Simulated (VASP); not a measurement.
# MnHg (P4/mmm) in VASP: a series of runs, part 2 of 2

VASP 6.6.1. Earlier steps stand in the parts before.

### Step 4. Single point, r2SCAN, collinear spin, ferromagnetic start

This run uses another cell than the first one, of 18.09 Å³/atom.

The input, POSCAR:

```
MnHg
1.0
    3.2989236683      0.0000000000      0.0000000000
    0.0000000000      3.2989236683      0.0000000000
    0.0000000000      0.0000000000      3.3240067254
Mn Hg
1 1
Direct
    0.5000000000      0.5000000000      0.5000000000
    0.0000000000      0.0000000000      0.0000000000
```

The input, INCAR.step1:

```
SYSTEM = MnHg
PREC     = Accurate       ! precision mode
ENCUT    = 520            ! plane-wave cutoff, eV
ISMEAR   = -1             ! smearing method
SIGMA    = 0.05           ! smearing width, eV
LREAL    = .False.        ! projectors in reciprocal space
LASPH    = .True.         ! aspherical terms in the spheres
NELM     = 150            ! most SCF steps
ISPIN    = 2              ! spin polarisation
MAGMOM   = 4 0            ! initial moments
LMAXMIX  = 4              ! l up to which the mixer works
NBANDS   = 24             ! bands
GGA      = PE             ! functional
ALGO     = Normal         ! electronic algorithm
EDIFF    = 1E-4           ! SCF threshold, eV
LWAVE    = .True.         ! write WAVECAR
LCHARG   = .False.        ! write CHGCAR
```

The input, INCAR.step2:

```
SYSTEM = MnHg
PREC     = Accurate       ! precision mode
ENCUT    = 520            ! plane-wave cutoff, eV
EDIFF    = 1E-6           ! SCF threshold, eV
ISMEAR   = -1             ! smearing method
SIGMA    = 0.05           ! smearing width, eV
LREAL    = .False.        ! projectors in reciprocal space
LASPH    = .True.         ! aspherical terms in the spheres
NELM     = 150            ! most SCF steps
ALGO     = Normal         ! electronic algorithm
ISIF     = 2              ! what is computed and relaxed
LWAVE    = .False.        ! write WAVECAR
LCHARG   = .False.        ! write CHGCAR
ISPIN    = 2              ! spin polarisation
MAGMOM   = 4 0            ! initial moments
LORBIT   = 11             ! projections on sites
LMAXMIX  = 4              ! l up to which the mixer works
METAGGA  = R2SCAN         ! meta-GGA
LMIXTAU  = .True.       
NBANDS   = 24             ! bands
ISTART   = 1
```

The input, KPOINTS:

```
Automatic mesh
0
Gamma
  9 9 9
  0 0 0
```

Potentials or basis: VASP PAW PBE potentials, release 64 (Mn_pv, Hg).

Command:

```console
cat potpaw_PBE.64/Mn_pv/POTCAR potpaw_PBE.64/Hg/POTCAR > POTCAR
cp INCAR.step1 INCAR
mpirun -np 1 vasp_std > vasp.out
cp INCAR.step2 INCAR
mpirun -np 1 vasp_std > vasp.out
```

OUTCAR:

```text
SYSTEM = MnHg
   PREC = Accurate
   ENCUT = 520
   EDIFF = 1E-6
   ISMEAR = -1
   LREAL = .False.
   LASPH = .True.
   NELM = 150
   ISIF = 2
   ISPIN = 2
   LORBIT = 11
   METAGGA = R2SCAN
   ISTART = 1

 ion  position               nearest neighbor table
   1  0.500  0.500  0.500-   2 2.86   2 2.86   2 2.86   2 2.86   2 2.86   2 2.86   2 2.86   2 2.86

   2  0.000  0.000  0.000-   1 2.86   1 2.86   1 2.86   1 2.86   1 2.86   1 2.86   1 2.86   1 2.86

  LATTYP: Found a simple tetragonal cell.
 ALAT       =     3.2989236683
 C/A-ratio  =     1.0076034063

  Lattice vectors:

 A1 = (   3.2989236683,   0.0000000000,   0.0000000000)
 A2 = (   0.0000000000,   3.2989236683,   0.0000000000)
 A3 = (   0.0000000000,   0.0000000000,   3.3240067254)

Analysis of symmetry for initial positions (statically):
=====================================================================
 Subroutine PRICEL returns:
 Original cell was already a primitive cell.

 Routine SETGRP: Setting up the symmetry group for a
 simple tetragonal supercell.

 Subroutine GETGRP returns: Found 16 space group operations
 (whereof 16 operations were pure point group operations)
 out of a pool of 16 trial point group operations.

The static configuration has the point symmetry D_4h.

Analysis of symmetry for dynamics (positions and initial velocities):
=====================================================================
 Subroutine PRICEL returns:
 Original cell was already a primitive cell.

 Routine SETGRP: Setting up the symmetry group for a
 simple tetragonal supercell.

 Subroutine GETGRP returns: Found 16 space group operations
 (whereof 16 operations were pure point group operations)
 out of a pool of 16 trial point group operations.

The dynamic configuration has the point symmetry D_4h.

Analysis of structural, dynamic, and magnetic symmetry:
=====================================================================
 Subroutine PRICEL returns:
 Original cell was already a primitive cell.

 Routine SETGRP: Setting up the symmetry group for a
[... 149 lines left out ...]
  ---------------------------------------------------
  free energy    TOTEN  =       -64.03144688 eV

  energy without entropy =      -64.02323298  energy(sigma->0) =      -64.02733993

 E-fermi :   5.8404     XC(G=0): -12.6837

 val. band max:        5.7931923109   @ k =   0.2222   0.1111   0.2222
 cond. band min:       5.8503231935   @ k =   0.2222   0.2222   0.1111
 fundamental gap:      0.0571308826
 Fermi energy:         5.8404150286

 spin component 1

 k-point     1 :       0.0000    0.0000    0.0000
  band No.  band energies     occupation
      1     -47.3244      1.00000
      2     -47.3237      1.00000
      3     -47.3237      1.00000
      4      -4.5682      1.00000
      5      -3.1352      1.00000
      6      -3.1241      1.00000
[... 637 lines left out ...]
     23      21.5860      0.00000
     24      25.3689      0.00000

 [... further k-points ...]

 spin component 2

 k-point     1 :       0.0000    0.0000    0.0000
  band No.  band energies     occupation
      1     -41.6045      1.00000
      2     -41.6009      1.00000
      3     -41.6009      1.00000
      4      -4.5217      1.00000
      5      -3.1026      1.00000
      6      -3.0898      1.00000
[... 637 lines left out ...]
     23      22.0677      0.00000
     24      26.0204      0.00000

 [... further k-points ...]

------------------------ aborting loop because EDIFF is reached ----------------------------------------

  FORCE on cell =-STRESS in cart. coord.  units (eV):
  Direction    XX          YY          ZZ          XY          YZ          ZX
  --------------------------------------------------------------------------------------
  -------------------------------------------------------------------------------------
  Total        0.5955548      0.5955548      0.5532426      0.0000000      0.0000000      0.0000000
  in kB       26.3770312     26.3770312     24.5030292      0.0000000      0.0000000      0.0000000
  external PRESSURE =      25.7523638 kB  Pullay stress =       0.0000000 kB

 VOLUME and BASIS-vectors are now :
 -----------------------------------------------------------------------------
  energy-cutoff  :      520.00
  volume of cell :       36.17
      direct lattice vectors                 reciprocal lattice vectors
     3.298923668  0.000000000  0.000000000     0.303129172  0.000000000  0.000000000
     0.000000000  3.298923668  0.000000000     0.000000000  0.303129172  0.000000000
     0.000000000  0.000000000  3.324006725     0.000000000  0.000000000  0.300841750

 POSITION                                       TOTAL-FORCE (eV/Angst)
 -----------------------------------------------------------------------------------
      1.64946      1.64946      1.66200         0.000000      0.000000      0.000000
      0.00000      0.00000      0.00000         0.000000      0.000000      0.000000
 -----------------------------------------------------------------------------------
    total drift:                                0.000000      0.000000      0.000000

  FREE ENERGIE OF THE ION-ELECTRON SYSTEM (eV)
  ---------------------------------------------------
  free  energy   TOTEN  =       -64.0314468800 eV

  energy  without entropy=      -64.0232329804  energy(sigma->0) =      -64.02733993

 total charge

# of ion       s       p       d       tot
------------------------------------------
    1        0.276   6.184   4.920  11.380
    2        0.841   0.553   9.240  10.634
--------------------------------------------------
tot          1.117   6.737  14.160  22.014

 magnetization (x)

# of ion       s       p       d       tot
------------------------------------------
    1        0.036   0.024   4.078   4.138
    2       -0.039  -0.075   0.056  -0.058
--------------------------------------------------
tot         -0.003  -0.052   4.134   4.080
```

OUTCAR.step1:

```text
SYSTEM = MnHg
   PREC = Accurate
   ENCUT = 520
   ISMEAR = -1
   LREAL = .False.
   LASPH = .True.
[... 1540 lines left out ...]
      1.64946      1.64946      1.66200         0.000000      0.000000      0.000000
      0.00000      0.00000      0.00000         0.000000      0.000000      0.000000
 -----------------------------------------------------------------------------------
    total drift:                                0.000000      0.000000      0.000000

  FREE ENERGIE OF THE ION-ELECTRON SYSTEM (eV)
  ---------------------------------------------------
  free  energy   TOTEN  =        -8.4923158024 eV

  energy  without entropy=       -8.4760725880  energy(sigma->0) =       -8.48419420
```

Wall time 16 min (1 thread of Intel Xeon 8259CL, shared host); peak memory 0.23 GiB.

What came out:

* Free energy: -64.0314 eV
* Pressure: 2.6 GPa
* Net moment: 4.21 μB per cell
* Site moments: Mn +4.14; Hg -0.06 μB
* Valence electrons inside the program's atomic spheres: Mn 11.38; Hg 10.63

Caveat: the PAW data sets were made with another functional, which shifts forces and pressure a little; spin-orbit coupling is left out, which moves the levels of the heavy elements.

### Step 5. Summary

```tsv
cell	gap on the mesh (eV)	pressure (GPa)	moment (μB)
a = 3.232, b = 3.232, c = 3.257 Å, 2 atoms	none	9.5	4.13
a = 3.266, b = 3.266, c = 3.291 Å, 2 atoms	none	5.8	4.19
a = 3.299, b = 3.299, c = 3.324 Å, 2 atoms	none	2.6	4.21
```

Alike in all rows: task single point; level r2SCAN; potentials or basis VASP PAW PBE potentials, release 64 (Mn_pv, Hg); spin collinear, ferromagnetic start; k mesh 9 × 9 × 9; cutoff (eV) 520; smearing fermi-dirac 0.05 eV.

Caveats: the PAW data sets were made with another functional, which shifts forces and pressure a little; spin-orbit coupling is left out, which moves the levels of the heavy elements; the cell stands under pressure (at least some runs).

Total energies depend on the potentials used, so only differences within one code and one set of settings carry meaning.

The gap in the log of VASP goes by the Fermi energy; the results here count the filled bands.